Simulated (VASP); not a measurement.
Cu12H, 13 atoms in the cell. The cell holds a slab with vacuum, 13 atoms: a = 5.132 Å, b = 5.132 Å, c = 19.028 Å, α = 90.00°, β = 90.00°, γ = 90.00°. 

| Quantity | Value |
| --- | --- |
| Program | VASP 6.6.1 |
| Task | single point |
| Functional | PBE |
| Potentials or basis | VASP PAW PBE potentials, release 64 (Cu, H) |
| Cutoff | 520 eV |
| k mesh | 5 × 5 × 1 |
| Occupations | gaussian, width 0.1 eV |
| Spin | no spin polarisation |
| Dipole correction | yes |
| Further INCAR settings | ALGO = Normal; EDIFF = 1e-07; NBANDS = 78 |

Potentials or basis: VASP PAW PBE potentials, release 64 (Cu, H).

The run is started by

```console
$ cat potpaw_PBE.64/Cu/POTCAR potpaw_PBE.64/H/POTCAR > POTCAR
$ mpirun -np 1 vasp_std > vasp.out
```

Hardware: 1 thread of Intel Xeon 8259CL, on a shared host.

Task: Estimate the wall time of this run.

Result: It took 26 min on 1 thread of Intel Xeon 8259CL, with other jobs on the host, peak memory 0.66 GiB. Counts: scf iterations 32, k points 9.
